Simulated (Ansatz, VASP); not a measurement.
One calculation of PtS2, two programs

INCAR

```
PREC     = Accurate       # precision mode
ENCUT    = 520            # plane-wave cutoff, eV
EDIFF    = 1E-7           # SCF threshold, eV
ISMEAR   = 0              # smearing method
SIGMA    = 0.05           # smearing width, eV
LREAL    = F              # projectors in reciprocal space
LASPH    = T              # aspherical terms in the spheres
NELM     = 80             # most SCF steps
ALGO     = Normal         # electronic algorithm
ISIF     = 2              # what is computed and relaxed
LWAVE    = F              # write WAVECAR
LCHARG   = T              # write CHGCAR
LDIPOL   = T            
IDIPOL   = 3            
DIPOL    = 0.5 0.5 0.387
GGA      = PE             # functional
IVDW     = 12             # dispersion correction
LELF     = T              # ELF
LVHAR    = T            
LVACPOTAV= T            
NBANDS   = 31             # bands
```

The input KPOINTS:

```
regular mesh
0
Gamma
  9 9 1
```

Contents of POSCAR:

```
PtS2
1.0
    3.5415278079      0.0000000000      0.0000000000
   -1.7707639039      3.0670530498      0.0000000000
    0.0000000000      0.0000000000     22.4670615492
S Pt
4 2
Direct
    0.6666666667      0.3333333333      0.2002932155
    0.3333333333      0.6666666667      0.3108341854
    0.6666666667      0.8333333333      0.4639472212
    0.3333333333      1.1666666667      0.5744881911
    0.0000000000      0.0000000000      0.2555637004
    0.0000000000      0.5000000000      0.5192177062
```

Input for Ansatz:

```yaml
crystal:
  lattice:
    - [3.5415278079, 0.0, 0.0]
    - [-1.7707639039, 3.0670530498, 0.0]
    - [0.0, 0.0, 22.4670615492]
  atoms:
    - { symbol: S, position: [0.6666666667, 0.3333333333, 0.2002932155] }
    - { symbol: Pt, position: [0.0, 0.0, 0.2555637004] }
    - { symbol: S, position: [0.3333333333, 0.6666666667, 0.3108341854] }
    - { symbol: S, position: [0.6666666667, 0.8333333333, 0.4639472212] }
    - { symbol: Pt, position: [0.0, 0.5, 0.5192177062] }
    - { symbol: S, position: [0.3333333333, 1.1666666667, 0.5744881911] }
basis:
  ecutwfc: 420
kpoints:
  mp_grid: { grid: [9, 9, 1] }
hamiltonian:
  xc: pbe
  pseudopotentials: { kind: paw, azcp: { folder: soft_1 } }
  dispersion: d3bj
scf:
  occupations: { method: gaussian, width: 0.05 }
output:
  forces: true
  eigenvalues: true
  write_density: true
  write_potential: true
  elf: true
  volumetric_format: npy
efield:
  axis: 3
  dipole_correction: true
  ramp_width: 0.04
```

Alike in both runs: task single point; functional PBE; dispersion D3(BJ); k mesh 9 × 9 × 1; occupations gaussian, width 0.05 eV; no spin polarisation.

|  | VASP | Ansatz |
| --- | --- | --- |
| version | VASP 6.6.1 | Ansatz 0.2.0 |
| potentials or method | VASP PAW PBE potentials, release 64 (S, Pt), cutoff 520 eV | scalar-relativistic, plane waves, PAW |
| valence electrons in the cell | 44 | 60 |

Ansatz gave:

```
gap on the k mesh at the Fermi level (eV) : 1.41
least direct gap on the mesh (eV)         : 1.53
rms of the force components (eV/Å)        : 0.024
```

Question: Which values does VASP return?

Answer: gap on the k mesh at the Fermi level (eV): 1.42; least direct gap on the mesh (eV): 1.54; rms of the force components (eV/Å): 0.028.

VASP's potentials hold 44 valence electrons a cell and Ansatz's 60, so a difference there can come from the potentials and not from the codes.

Neither program's run includes spin-orbit coupling.
